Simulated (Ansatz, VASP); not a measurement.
One calculation of ReSbN, two programs

```
CELL_PARAMETERS angstrom
3.43212 0.00000 0.00000
0.00000 3.43212 0.00000
0.00000 0.00000 8.59263
ATOMIC_POSITIONS crystal
Re 0.00000 0.50000 0.87324
Re 0.50000 0.00000 0.12676
Sb 0.00000 0.50000 0.33346
Sb 0.50000 0.00000 0.66654
N 0.00000 0.00000 0.00000
N 0.50000 0.50000 0.00000
```

Alike in both runs: task relaxation of cell and atoms; functional LDA; k mesh 8 × 8 × 3; occupations fermi-dirac, width 0.05 eV; no spin polarisation.

```csv
,VASP,Ansatz
version,VASP 6.6.1,Ansatz 0.2.0
potentials or method,"VASP PAW LDA potentials, release 64 (Re, Sb, N)",Ansatz PAW
plane-wave cutoff (eV),600,420
valence electrons in the cell,34,70
```

Ansatz gave:

| Item | Value |
| --- | --- |
| gap on the k mesh at the Fermi level, each at its own relaxed structure (eV) | none |
| relaxed volume (Å³/atom) | 15.89 |
| relaxed cell length with the largest relative difference (Å) | 3.367 |

Task: What did VASP give for the same quantities?

Result: gap on the k mesh at the Fermi level, each at its own relaxed structure (eV): none; relaxed volume (Å³/atom): 16.01; relaxed cell length with the largest relative difference (Å): 3.379.

LDA's correlation is that of Perdew and Zunger in VASP and of Perdew and Wang (1992) in Ansatz. A gap of «none» marks a metal or a gap that the smearing closes. VASP's potentials hold 34 valence electrons a cell and Ansatz's 70, so a difference there can come from the potentials and not from the codes.

Neither program's run includes spin-orbit coupling. Noted on Ansatz's run: the plane-wave basis is chosen anew once the cell has moved, so the energies of steps on either side of that aren't comparable.
